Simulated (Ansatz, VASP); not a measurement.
**One calculation of Y, two programs**

File INCAR:

```
SYSTEM = Y
PREC = Accurate
ENCUT = 520
EDIFF = 1E-7
ISMEAR = -1
SIGMA = 0.08
LREAL = .False.
LASPH = .True.
NELM = 60
ALGO = Normal
ISIF = 2
LWAVE = .False.
LCHARG = .False.
GGA = PE
NBANDS = 12
```

File KPOINTS:

```
Automatic mesh
0
Gamma
  14 14 14
  0 0 0
```

File POSCAR:

```
Y
1.0
    0.0000000000      2.4278486344      2.4278486344
    2.4278486344      0.0000000000      2.4278486344
    2.4278486344      2.4278486344      0.0000000000
Y
1
Direct
    0.0000000000      0.0000000000      0.0000000000
```

Input for Ansatz:

```yaml
crystal:
  lattice:
    - [0.0, 2.4278486344, 2.4278486344]
    - [2.4278486344, 0.0, 2.4278486344]
    - [2.4278486344, 2.4278486344, 0.0]
  atoms:
    - { symbol: "Y", position: [0.0, 0.0, 0.0] }
kpoints:
  mp_grid: { grid: [14, 14, 14] }
scf:
  occupations: { method: fermi_dirac, width: 0.08 }
hamiltonian:
  xc: pbe
  pseudopotentials: { kind: all_electron, lapw: { basis_error: 0.001 } }
output:
  forces: true
  stress: true
  eigenvalues: true
  populations: true
```

Change from the starting cell: volume scaled by 0.88, LAPW.

Alike in both runs: task single point; functional PBE; k mesh 14 × 14 × 14; occupations fermi-dirac, width 0.08 eV; no spin polarisation.

|  | VASP | Ansatz |
| --- | --- | --- |
| version | VASP 6.6.1 | Ansatz 0.2.0 |
| potentials or method | VASP PAW PBE potentials, release 64 (Y_sv), cutoff 520 eV | all-electron LAPW, scalar-relativistic |

```csv
,VASP,Ansatz,Ansatz less VASP
pressure (GPa),5.9,6.1,+0.18
```

Ansatz ran all-electron here, and VASP with PAW potentials.
